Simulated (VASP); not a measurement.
GaN: single point with PBEsol

Crystal: GaN.

```xyz
4
Lattice="3.3000 0.0000 0.0000 -1.6500 2.8579 0.0000 0.0000 0.0000 4.7559" Properties=species:S:1:pos:R:3 pbc="T T T"
Ga    0.0000    1.9053    1.1890
Ga    1.6500    0.9526    3.5669
N     1.6500    0.9526    1.1890
N     0.0000    1.9053    3.5669
```

```yaml
Program: VASP 6.6.1
Task: single point
Functional: PBEsol
Potentials_or_basis: VASP PAW PBE potentials, release 64 (Ga_d, N)
Cutoff: 600 eV
k_mesh: 6 × 6 × 4
Occupations: fermi-dirac, width 0.05 eV
Spin: no spin polarisation
```

```json
{
 "Pressure": "-0.3 GPa",
 "Band gap on the k mesh": "1.41 eV"
}
```

Stress tensor (GPa, compression positive):
```
-0.20  0.00  0.00
 0.00 -0.20  0.00
 0.00  0.00 -0.40
```

Levels at points of the mesh, in eV from the valence-band top:
| k point | band 15 | band 16 | band 17 | band 18 | band 19 | band 20 | band 21 | band 22 |
| --- | --- | --- | --- | --- | --- | --- | --- | --- |
| (0.00, 0.00, 0.00) | -2.13 | -0.94 | -0.94 | 0.00 | 1.41 | 1.99 | 8.19 | 8.19 |
| (0.50, 0.00, 0.00) | -4.06 | -4.04 | -2.19 | -1.98 | 3.18 | 4.97 | 6.49 | 8.01 |
| (0.00, 0.00, 0.50) | -1.53 | -1.53 | -1.53 | -1.53 | 3.51 | 3.51 | 7.77 | 7.77 |
| (0.50, 0.00, 0.50) | -3.19 | -3.19 | -1.20 | -1.20 | 4.21 | 4.21 | 6.18 | 6.18 |

Wall time 110 s on 1 thread of AMD EPYC 7R13 (shared host), peak memory 0.15 GiB.

Caveat: the PAW data sets were made with another functional, which shifts forces and pressure a little.
